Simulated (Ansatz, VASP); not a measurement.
# Lu4Se: VASP beside Ansatz

INCAR

```
SYSTEM = Lu4Se
  PREC = Accurate
  ENCUT = 600
  EDIFF = 1E-6
  ISMEAR = 0
  SIGMA = 0.2
  LREAL = .FALSE.
  LASPH = .TRUE.
  NELM = 120
  ALGO = Normal
  ISIF = 2
  LWAVE = .FALSE.
  LCHARG = .FALSE.
  GGA = PE
  NBANDS = 117
  GGA_COMPAT = .FALSE.
```

File KPOINTS:

```
Automatic mesh
0
G
  4 4 2
  0 0 0
```

POSCAR

```
Lu4Se
1.0
   -5.3042279802      0.0000000000      0.0000000000
    0.0000000000      0.0000000000     -5.3042279802
    0.0000000000    -10.6084559604      0.0000000000
Lu Se
8 2
Direct
    0.0000000000      0.5000000000      0.7500000000
    0.0000000000      0.5000000000      0.2500000000
    0.5000000000      0.5000000000      0.0000000000
    0.5000000000      0.5000000000      0.5000000000
    0.5000000000      0.0000000000      0.7500000000
    0.5000000000      0.0000000000      0.2500000000
    0.0000000000      0.0000000000      0.0000000000
    0.0000000000      0.0000000000      0.5000000000
    0.5000000000      0.5000000000      0.7500000000
    0.5000000000      0.5000000000      0.2500000000
```

Input for Ansatz:

```yaml
crystal:
  lattice:
    - [-5.3042279802, 0.0, 0.0]
    - [0.0, 0.0, -5.3042279802]
    - [0.0, -10.6084559604, 0.0]
  atoms:
    - { symbol: Lu, position: [0.0, 0.5, 0.75] }
    - { symbol: Lu, position: [0.0, 0.5, 0.25] }
    - { symbol: Lu, position: [0.5, 0.5, 0.0] }
    - { symbol: Lu, position: [0.5, 0.5, 0.5] }
    - { symbol: Lu, position: [0.5, 0.0, 0.75] }
    - { symbol: Lu, position: [0.5, 0.0, 0.25] }
    - { symbol: Lu, position: [0.0, 0.0, 0.0] }
    - { symbol: Lu, position: [0.0, 0.0, 0.5] }
    - { symbol: Se, position: [0.5, 0.5, 0.75] }
    - { symbol: Se, position: [0.5, 0.5, 0.25] }
basis:
  ecutwfc: 420
kpoints:
  mp_grid: { grid: [4, 4, 2] }
hamiltonian:
  xc: pbe
scf:
  occupations: { method: gaussian, width: 0.2 }
  lower_state_search: "off"
output:
  forces: true
  stress: true
  eigenvalues: true
```

Alike in both runs: task single point; functional PBE; k mesh 4 × 4 × 2; occupations gaussian, width 0.2 eV; no spin polarisation.

|  | VASP | Ansatz |
| --- | --- | --- |
| version | VASP 6.6.1 | Ansatz 0.2.0 |
| potentials or method | VASP PAW PBE potentials, release 64 (Lu, Se), cutoff 600 eV | scalar-relativistic, plane waves, PAW |
| valence electrons in the cell | 212 | 232 |

|  | VASP | Ansatz | Ansatz less VASP |
| --- | --- | --- | --- |
| gap on the k mesh at the Fermi level (eV) | none | none | - |
| pressure (GPa) | 0.3 | -0.1 | -0.30 |

A gap of «none» marks a metal or a gap that the smearing closes. VASP's potentials hold 212 valence electrons a cell and Ansatz's 232, so a difference there can come from the potentials and not from the codes.

Spin-orbit coupling is off throughout.
